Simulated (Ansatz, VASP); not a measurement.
## Ni: VASP beside Ansatz

INCAR

```
SYSTEM = Ni
ALGO = Normal
EDIFF = 1E-8
ENCUT = 520
GGA = PS
ISIF = 2
ISMEAR = -1
ISPIN = 2
LASPH = .TRUE.
LCHARG = .FALSE.
LEFG = .TRUE.
LMAXMIX = 4
LORBIT = 11
LREAL = .FALSE.
LWAVE = .FALSE.
MAGMOM = 1.5
NBANDS = 15
NELM = 150
PREC = Accurate
SIGMA = 0.05
```

The input KPOINTS:

```
k-points
0
G
  18 18 18
  0 0 0
```

Contents of POSCAR:

```
Ni
1.0
    0.0000000000      1.7679500000      1.7679500000
    1.7679500000      0.0000000000      1.7679500000
    1.7679500000      1.7679500000      0.0000000000
Ni
1
Direct
    0.0000000000      0.0000000000      0.0000000000
```

Input for Ansatz:

```yaml
crystal:
  lattice:
    - [0.0, 1.76795, 1.76795]
    - [1.76795, 0.0, 1.76795]
    - [1.76795, 1.76795, 0.0]
  atoms:
    - { symbol: Ni, position: [0.0, 0.0, 0.0], spin: 1.5 }
magnetization:
  spin_polarized: true
kpoints:
  mp_grid: { grid: [18, 18, 18] }
  band_path:
    path:
      - [0.0, 0.0, 0.0]
      - [0.5, 0.0, 0.5]
      - [0.625, 0.25, 0.625]
      - [0.375, 0.375, 0.75]
      - [0.0, 0.0, 0.0]
      - [0.5, 0.5, 0.5]
      - [0.5, 0.25, 0.75]
      - [0.5, 0.0, 0.5]
    npoints: 5
scf:
  occupations: { method: fermi_dirac, width: 0.05 }
hamiltonian:
  xc: pbesol
  pseudopotentials: { kind: paw }
output:
  forces: true
  stress: true
  eigenvalues: true
  efg: { contact_densities: true }
```

Alike in both runs: task electric field gradients; functional PBEsol; k mesh 18 × 18 × 18; occupations fermi-dirac, width 0.05 eV; collinear spin.

|  | VASP | Ansatz |
| --- | --- | --- |
| version | VASP 6.6.1 | Ansatz 0.2.0 |
| potentials or method | VASP PAW PBE potentials, release 64 (Ni) | PAW with Ansatz's default frozen-core files, scalar-relativistic |
| plane-wave cutoff (eV) | 520 | 420 |
| valence electrons in the cell | 10 | 18 |

Ansatz gave:

```
pressure (GPa)                                                : -12.5
net moment per atom (μB)                                      : 0.62
size of the moment on the site where the two differ most (μB) : 0.66
```

Q: Which values does VASP return?

A: Pressure (GPa): -12.3; net moment per atom (μB): 0.62; size of the moment on the site where the two differ most (μB): 0.63.

VASP's potentials were made for PBE, not for PBEsol. Site moments also hang on the region over which each program counts them. VASP's potentials hold 10 valence electrons a cell and Ansatz's 18, so a difference there can come from the potentials and not from the codes.
